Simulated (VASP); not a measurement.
## B2RhN3: single point with PBEsol

Crystal: B2RhN3.

```
B Rh N
1.0
     2.47790    0.00000    0.00000
    -1.23895    2.14592    0.00000
     0.00000    0.00000   12.89685
B Rh N
2 1 3
Direct
  0.33333 0.66667 0.74540
  0.66667 0.33333 0.25460
  0.00000 0.00000 0.00000
  0.33333 0.66667 0.25393
  0.66667 0.33333 0.74607
  0.00000 0.00000 0.50000
```

| Property | Result |
| --- | --- |
| Program | VASP 6.6.1 |
| Task | single point |
| Functional | PBEsol |
| Potentials or basis | VASP PAW PBE potentials, release 64 (B, Rh_pv, N) |
| Cutoff | 520 eV |
| k mesh | 9 × 9 × 4 |
| Occupations | fermi-dirac, width 0.03 eV |
| Spin | no spin polarisation |
| Dipole correction | no |
| Further INCAR settings | ALGO = Normal; EDIFF = 1e-06; NBANDS = 27 |

```json
{"Pressure": "0.1 GPa", "Band gap on the k mesh": "zero (bands 18 and 19 overlap by 0.98 eV)"}
```

Stress tensor (GPa, compression positive):
```
 0.25  0.00  0.00
 0.00  0.25  0.00
 0.00  0.00 -0.10
```

Levels at points of the mesh, in eV from the Fermi level:
| k point | band 16 | band 17 | band 18 | band 19 | band 20 | band 21 |
| --- | --- | --- | --- | --- | --- | --- |
| (0.00, 0.00, 0.00) | -1.57 | -1.57 | 0.80 | 0.80 | 2.02 | 2.70 |
| (0.00, 0.00, 0.50) | -1.57 | -1.40 | 0.80 | 0.80 | 1.92 | 2.70 |

Run time: 110 s on 1 thread of Oxide Virtual Turin-like Processor (shared host), peak memory 0.19 GiB.

Caveat: the PAW data sets were made with another functional, which shifts forces and pressure a little.
